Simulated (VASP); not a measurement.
# HfPt2 (P6/mmm) in VASP: a series of runs

HfPt2 is run at these levels: PBE; tasks: single point, relaxation of cell and atoms.

Program: VASP 6.6.1. These are calculated values, not measurements. Logs are shortened: lines on timing, memory, paths and dates and some standing lists are left out, and cuts for length are marked.

## (1) The cell of the first run

Symmetry: P6/mmm, No. 191, hexagonal system. Conventional cell: a = 4.511 Å, b = 4.511 Å, c = 2.868 Å, α = 90.00°, β = 90.00°, γ = 120.00°. Hf (site symmetry 6/mmm) has 2 Hf at 2.87 Å and 12 Pt at 2.97 Å within 3.8 Å. Within 3.4 Å of Pt (site symmetry -6m2) lie 5 Pt at 2.60 to 2.87 Å and 6 Hf at 2.97 Å.

## (2) Single point, PBE

Input file INCAR:

```
PREC = Accurate ; ENCUT = 520
EDIFF = 1E-7 ; ISMEAR = 0
SIGMA = 0.1 ; LREAL = F
LASPH = T ; NELM = 80
ALGO = Fast ; ISIF = 2
LWAVE = F ; LCHARG = T
GGA = PE ; LELF = T
LVHAR = T ; NBANDS = 22
```

Input file KPOINTS:

```
Automatic mesh
0
Gamma
  6 6 6
```

Input file POSCAR:

```
HfPt2
1.0
    4.5111046770      0.0000000000      0.0000000000
   -2.2555523385      3.9067312495      0.0000000000
    0.0000000000      0.0000000000      2.8676666153
Hf Pt
1 2
Direct
    0.0000000000      0.0000000000      0.0000000000
    0.3333333333      0.6666666667      0.5000000000
    0.6666666667      0.3333333333      0.5000000000
```

Potentials or basis: VASP PAW PBE potentials, release 64 (Hf_pv, Pt).

On the command line:

```bash
> cat potpaw_PBE.64/Hf_pv/POTCAR potpaw_PBE.64/Pt/POTCAR > POTCAR
> mpirun -np 1 vasp_std > vasp.out
```

OUTCAR:

```text
PREC = Accurate
   ENCUT = 520
   EDIFF = 1E-7
   ISMEAR = 0
   LREAL = F
   LASPH = T
   NELM = 80
   ISIF = 2
   GGA = PE

 ion  position               nearest neighbor table
   1  0.000  0.000  0.000-   2 2.97   3 2.97   2 2.97   3 2.97   3 2.97   3 2.97   2 2.97   2 2.97
                             3 2.97   3 2.97   2 2.97   2 2.97
   2  0.333  0.667  0.500-   3 2.60   3 2.60   3 2.60   1 2.97   1 2.97   1 2.97   1 2.97   1 2.97
                             1 2.97
   3  0.667  0.333  0.500-   2 2.60   2 2.60   2 2.60   1 2.97   1 2.97   1 2.97   1 2.97   1 2.97
                             1 2.97

  LATTYP: Found a hexagonal cell.
 ALAT       =     4.5111046770
 C/A-ratio  =     0.6356905505

  Lattice vectors:

 A1 = (   4.5111046770,   0.0000000000,   0.0000000000)
 A2 = (  -2.2555523385,   3.9067312495,   0.0000000000)
 A3 = (   0.0000000000,   0.0000000000,   2.8676666153)

Analysis of symmetry for initial positions (statically):
=====================================================================
 Subroutine PRICEL returns:
 Original cell was already a primitive cell.

 Routine SETGRP: Setting up the symmetry group for a
 hexagonal supercell.

 Subroutine GETGRP returns: Found 24 space group operations
 (whereof 24 operations were pure point group operations)
 out of a pool of 24 trial point group operations.

The static configuration has the point symmetry D_6h.

Analysis of symmetry for dynamics (positions and initial velocities):
=====================================================================
 Subroutine PRICEL returns:
 Original cell was already a primitive cell.

 Routine SETGRP: Setting up the symmetry group for a
 hexagonal supercell.

 Subroutine GETGRP returns: Found 24 space group operations
 (whereof 24 operations were pure point group operations)
 out of a pool of 24 trial point group operations.

The dynamic configuration has the point symmetry D_6h.

 Subroutine INISYM returns: Found 24 space group operations
 (whereof 24 operations are pure point group operations),
 and found     1 'primitive' translations

----------------------------------------------------------------------------------------

                                     Primitive cell

  volume of cell :      50.5388

  direct lattice vectors                    reciprocal lattice vectors
[... 81 lines left out ...]
   ISTART =      0    job   : 0-new  1-cont  2-samecut
   ICHARG =      2    charge: 1-file 2-atom 10-const
   ISPIN  =      1    spin polarized calculation?
   LNONCOLLINEAR =      F non collinear calculations
   LSORBIT =      F    spin-orbit coupling
   LASPH  =      T    aspherical Exc in radial PAW
   ENCUT  =  520.0 eV  38.22 Ry    6.18 a.u.   8.39  8.39  5.33*2*pi/ulx,y,z
   NELM   =     80;   NELMIN=  2; NELMDL= -5     # of ELM steps
   EDIFF  = 0.1E-06   stopping-criterion for ELM
   LREAL  =      F    real-space projection
   EDIFFG = 0.1E-05   stopping-criterion for IOM
   NSW    =      0    number of steps for IOM
   IBRION =     -1    ionic relax: 0-MD 1-quasi-New 2-CG
   NFREE  =      0    steps in history (QN), initial steepest desc. (CG)
   ISIF   =      2    stress and relaxation
   ISYM   =      2    0-nonsym 1-usesym 2-fastsym
   POTIM  = 0.5000    time-step for ionic-motion
   TEBEG  =    0.0;   TEEND  =   0.0 temperature during run
   PSTRESS=    0.0 pullay stress
   NELECT =      30.0000    total number of electrons
   NUPDOWN=      -1.0000    fix difference up-down
   EMIN   =  10.00;   EMAX   =-10.00  energy-range for DOS
   EFERMI =   0.00;   METHOD = LEGACY
   ISMEAR =     0;   SIGMA  =   0.10  broadening in eV -4-tet -1-fermi 0-gaus
   EFERMI_NEDOS =   21; number of points for ismear=-14 and -15
   IALGO  =     68    algorithm
   IMIX   =      4    mixing-type and parameters
     AMIX     =   0.40;   BMIX     =  1.00
     AMIX_MAG =   1.60;   BMIX_MAG =  1.00
  volume/ion in A,a.u.               =      16.85       113.68
  Fermi-wavevector in a.u.,A,eV,Ry     =   1.375858  2.599994 25.755620  1.892985
  Thomas-Fermi vector in A             =   2.501155
   LORBIT       =      0    0 simple, 1 ext, 2 COOP (PROOUT), +10 PAW based schemes
   GGA     = PE    functional components
   LHFCALC =     F    Hartree Fock is set to
   AEXX    =    0.0000 exact exchange contribution
   IVDW    =     0    specifies the selected vdW correction
   LEPSILON=     F    determine dielectric tensor
   LRPA    =     F    only Hartree local field effects (RPA)
 non-spin polarized calculation
 RMM-DIIS sequential band-by-band and
 Gauss-broadening in eV      SIGMA  =   0.10
  energy-cutoff  :      520.00
  volume of cell :       50.54
 maximum number of plane-waves:      1380
 NGX is ok and might be reduce to    36
   NGX = 17   NGY = 17   NGZ = 11

 number of electron      30.0000004 magnetization

 Free energy of the ion-electron system (eV)
  ---------------------------------------------------
  ext. energy  EPLUGINS =         0.00000000
  ---------------------------------------------------
  free energy    TOTEN  =       -24.40392372 eV

  energy without entropy =      -24.38841743  energy(sigma->0) =      -24.39617058

 E-fermi :   8.9705     XC(G=0): -12.7598

 val. band max:        8.9600311850   @ k =   0.3333   0.3333   0.5000
 cond. band min:       8.9988441885   @ k =   0.1667   0.1667   0.5000
 fundamental gap:      0.0388130036
 Fermi energy:         8.9705436050

 k-point     1 :       0.0000    0.0000    0.0000
  band No.  band energies     occupation
      1     -21.8479      2.00000
      2     -21.8479      2.00000
      3     -21.3466      2.00000
      4      -0.3297      2.00000
      5       3.2035      2.00000
      6       4.6507      2.00000
[... 589 lines left out ...]
     21      15.7205      0.00000
     22      17.7724      0.00000

 [... further k-points ...]
[... 5 lines left out ...]
  --------------------------------------------------------------------------------------
  -------------------------------------------------------------------------------------
  Total        3.5143109      3.5143109     -0.9150529      0.0000000     -0.0000000      0.0000000
  in kB      111.4103821    111.4103821    -29.0089273      0.0000000     -0.0000000      0.0000000
  external PRESSURE =      64.6039456 kB  Pullay stress =       0.0000000 kB

 VOLUME and BASIS-vectors are now :
 -----------------------------------------------------------------------------
  energy-cutoff  :      520.00
  volume of cell :       50.54
      direct lattice vectors                 reciprocal lattice vectors
     4.511104677  0.000000000  0.000000000     0.221675193  0.127984232  0.000000000
    -2.255552338  3.906731249  0.000000000     0.000000000  0.255968465  0.000000000
     0.000000000  0.000000000  2.867666615     0.000000000  0.000000000  0.348715571

 POSITION                                       TOTAL-FORCE (eV/Angst)
 -----------------------------------------------------------------------------------
      0.00000      0.00000      0.00000        -0.000000      0.000000      0.000000
     -0.00000      2.60449      1.43383         0.000000      0.000000     -0.000000
      2.25555      1.30224      1.43383        -0.000000     -0.000000      0.000000
 -----------------------------------------------------------------------------------
    total drift:                                0.000000      0.000000     -0.000000

  FREE ENERGIE OF THE ION-ELECTRON SYSTEM (eV)
  ---------------------------------------------------
  free  energy   TOTEN  =       -24.4039237214 eV

  energy  without entropy=      -24.3884174289  energy(sigma->0) =      -24.39617058
```

stdout:

```text
POSCAR found type information on POSCAR HfPt
 POSCAR found :  2 types and       3 ions
 scaLAPACK will be used
 LDA part: xc-table for (Slater+PW92), standard interpolation
 POSCAR, INCAR and KPOINTS ok, starting setup
 FFT: planning ... GRIDC
 FFT: planning ... GRID_SOFT
 FFT: planning ... GRID
 WAVECAR not read
 entering main loop
```

Wall time 30 s (1 thread of Intel Xeon Platinum 8488C (Sapphire Rapids), shared host); peak memory 0.18 GiB.

Results:

| Item | Value |
| --- | --- |
| Free energy | -24.4039 eV |
| Pressure | 6.5 GPa |
| Band gap on the k mesh | zero (bands 15 and 16 overlap by 2.97 eV) |

Caveat: the k points lie up to 0.37 Å⁻¹ apart, too coarse for converged energies and pressures of a metal; spin-orbit coupling is left out, which moves the levels of the heavy elements.

## (3) Single point, PBE

This run uses another cell than the first one, of 17.33 Å³/atom.

Input file INCAR:

```
ALGO = Normal
EDIFF = 1E-7
ENCUT = 520
GGA = PE
ISIF = 2
ISMEAR = 0
LASPH = True
LCHARG = True
LELF = True
LREAL = False
LVHAR = True
LWAVE = False
NBANDS = 22
NELM = 80
PREC = Accurate
SIGMA = 0.1
```

Input file KPOINTS:

```
k-points
0
Gamma
  6 6 6
```

Input file POSCAR:

```
HfPt2
1.0
    4.6117717721      0.0000000000      0.0000000000
   -2.3058858861      3.9939115111      0.0000000000
    0.0000000000      0.0000000000      2.8224736628
Hf Pt
1 2
Direct
    0.0000000000      0.0000000000      0.0000000000
    0.3333333333      0.6666666667      0.5000000000
    0.6666666667      0.3333333333      0.5000000000
```

Potentials or basis: VASP PAW PBE potentials, release 64 (Hf_pv, Pt).

On the command line:

```bash
> cat potpaw_PBE.64/Hf_pv/POTCAR potpaw_PBE.64/Pt/POTCAR > POTCAR
> mpirun -np 1 vasp_std > vasp.out
```

OUTCAR:

```text
EDIFF = 1E-7
   ENCUT = 520
   GGA = PE
   ISIF = 2
   ISMEAR = 0
   LASPH = True
   LREAL = False
   NELM = 80
   PREC = Accurate

 ion  position               nearest neighbor table
   1  0.000  0.000  0.000-   2 3.01   3 3.01   2 3.01   3 3.01   3 3.01   3 3.01   2 3.01   2 3.01
                             3 3.01   3 3.01   2 3.01   2 3.01
   2  0.333  0.667  0.500-   3 2.66   3 2.66   3 2.66   1 3.01   1 3.01   1 3.01   1 3.01   1 3.01
                             1 3.01
   3  0.667  0.333  0.500-   2 2.66   2 2.66   2 2.66   1 3.01   1 3.01   1 3.01   1 3.01   1 3.01
                             1 3.01

  LATTYP: Found a hexagonal cell.
 ALAT       =     4.6117717721
 C/A-ratio  =     0.6120150351

  Lattice vectors:

 A1 = (   4.6117717721,   0.0000000000,   0.0000000000)
 A2 = (  -2.3058858861,   3.9939115111,   0.0000000000)
 A3 = (   0.0000000000,   0.0000000000,   2.8224736628)

Analysis of symmetry for initial positions (statically):
=====================================================================
[... 165 lines left out ...]
 number of electron      29.9999997 magnetization

 Free energy of the ion-electron system (eV)
  ---------------------------------------------------
  ext. energy  EPLUGINS =         0.00000000
  ---------------------------------------------------
  free energy    TOTEN  =       -24.48419351 eV

  energy without entropy =      -24.47664798  energy(sigma->0) =      -24.48042074

 E-fermi :   8.5378     XC(G=0): -12.6050

 val. band max:        8.4323967837   @ k =   0.3333   0.3333   0.5000
 cond. band min:       8.5844398464   @ k =   0.1667   0.1667   0.5000
 fundamental gap:      0.1520430627
 Fermi energy:         8.5378267450

 k-point     1 :       0.0000    0.0000    0.0000
  band No.  band energies     occupation
      1     -22.3600      2.00000
      2     -22.3600      2.00000
      3     -21.8062      2.00000
      4      -0.4847      2.00000
      5       3.0239      2.00000
      6       4.1711      2.00000
[... 589 lines left out ...]
     21      15.0988      0.00000
     22      17.1166      0.00000

 [... further k-points ...]
[... 5 lines left out ...]
  --------------------------------------------------------------------------------------
  -------------------------------------------------------------------------------------
  Total       -0.3546178     -0.3546178     -0.2823586      0.0000000      0.0000000      0.0000000
  in kB      -10.9288637    -10.9288637     -8.7019276      0.0000000      0.0000000      0.0000000
  external PRESSURE =     -10.1865516 kB  Pullay stress =       0.0000000 kB

 VOLUME and BASIS-vectors are now :
 -----------------------------------------------------------------------------
  energy-cutoff  :      520.00
  volume of cell :       51.99
      direct lattice vectors                 reciprocal lattice vectors
     4.611771772  0.000000000  0.000000000     0.216836402  0.125190555  0.000000000
    -2.305885886  3.993911511  0.000000000     0.000000000  0.250381111  0.000000000
     0.000000000  0.000000000  2.822473663     0.000000000  0.000000000  0.354299143

 POSITION                                       TOTAL-FORCE (eV/Angst)
 -----------------------------------------------------------------------------------
      0.00000      0.00000      0.00000         0.000000      0.000000      0.000000
     -0.00000      2.66261      1.41124        -0.000000      0.000000     -0.000000
      2.30589      1.33130      1.41124         0.000000     -0.000000      0.000000
 -----------------------------------------------------------------------------------
    total drift:                                0.000000      0.000000     -0.000000

  FREE ENERGIE OF THE ION-ELECTRON SYSTEM (eV)
  ---------------------------------------------------
  free  energy   TOTEN  =       -24.4841935096 eV

  energy  without entropy=      -24.4766479754  energy(sigma->0) =      -24.48042074
```

OSZICAR:

```text
N       E                     dE             d eps       ncg     rms          rms(c)
DAV:   1     0.145645208230E+03    0.14565E+03   -0.15351E+04  1232   0.130E+03
DAV:   2    -0.206190943265E+02   -0.16626E+03   -0.15682E+03  1432   0.300E+02
DAV:   3    -0.257011770708E+02   -0.50821E+01   -0.50198E+01  1472   0.442E+01
DAV:   4    -0.257446332204E+02   -0.43456E-01   -0.43449E-01  1352   0.465E+00
DAV:   5    -0.257451686036E+02   -0.53538E-03   -0.53527E-03  1504   0.499E-01    0.532E+01
DAV:   6    -0.248316347747E+02    0.91353E+00   -0.32528E+00  1262   0.117E+01    0.250E+01
DAV:   7    -0.249245670632E+02   -0.92932E-01   -0.24959E+00  1320   0.869E+00    0.204E+01
DAV:   8    -0.244927760523E+02    0.43179E+00   -0.19427E+00  1310   0.732E+00    0.285E+00
DAV:   9    -0.244857301024E+02    0.70459E-02   -0.56457E-02  1322   0.159E+00    0.152E+00
DAV:  10    -0.244842784554E+02    0.14516E-02   -0.40182E-03  1372   0.386E-01    0.252E-01
DAV:  11    -0.244841930923E+02    0.85363E-04   -0.40309E-04  1420   0.139E-01    0.376E-02
DAV:  12    -0.244841942790E+02   -0.11867E-05   -0.16372E-05  1484   0.253E-02    0.129E-02
DAV:  13    -0.244841934810E+02    0.79797E-06   -0.68806E-07  1432   0.562E-03    0.363E-03
DAV:  14    -0.244841935096E+02   -0.28605E-07   -0.47347E-08   844   0.160E-03
   1 F= -.24484194E+02 E0= -.24480421E+02  d E =-.754553E-02
```

stdout:

```text
POSCAR found type information on POSCAR HfPt
 POSCAR found :  2 types and       3 ions
 scaLAPACK will be used
 LDA part: xc-table for (Slater+PW92), standard interpolation
 POSCAR, INCAR and KPOINTS ok, starting setup
 FFT: planning ... GRIDC
 FFT: planning ... GRID_SOFT
 FFT: planning ... GRID
 WAVECAR not read
 entering main loop
```

It took 26 s on 1 thread of Intel Xeon Platinum 8488C (Sapphire Rapids), shared host; peak memory 0.19 GiB.

Results:

| Property | Result |
| --- | --- |
| Free energy | -24.4842 eV |
| Pressure | -1.0 GPa |
| Band gap on the k mesh | zero (bands 15 and 16 overlap by 3.15 eV) |

Stress tensor (GPa, compression positive):
```
-1.09  0.00  0.00
 0.00 -1.09  0.00
 0.00  0.00 -0.87
```

Caveat: the k points lie up to 0.37 Å⁻¹ apart, too coarse for converged energies and pressures of a metal; spin-orbit coupling is left out, which moves the levels of the heavy elements.

[end of part 1 of 3]
